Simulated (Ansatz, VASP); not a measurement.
# Be: VASP beside Ansatz

```
Be
1.0
    -1.27818    1.25312    1.25312
     1.25312   -1.27818    1.25312
     1.25312    1.25312   -1.27818
Be
1
Direct
  0.00000 0.00000 0.00000
```

Change from the starting cell: equal xy, yz and zx shear strains of -2 %.

Alike in both runs: task single point; functional PBEsol; k mesh 23 × 23 × 23; occupations fermi-dirac, width 0.03 eV; no spin polarisation.

|  | VASP | Ansatz |
| --- | --- | --- |
| version | VASP 6.6.1 | Ansatz 0.2.0 |
| potentials or method | VASP PAW PBE potentials, release 64 (Be), cutoff 520 eV | all-electron LAPW, scalar-relativistic |

```tsv
	VASP	Ansatz	Ansatz less VASP
pressure (GPa)	-1.4	-1.9	-0.46
traceless stress, the component that is largest in VASP (GPa)	4.29	4.28	-0.014
```

VASP's potentials were made for PBE, not for PBEsol. Ansatz ran all-electron here, and VASP with PAW potentials.
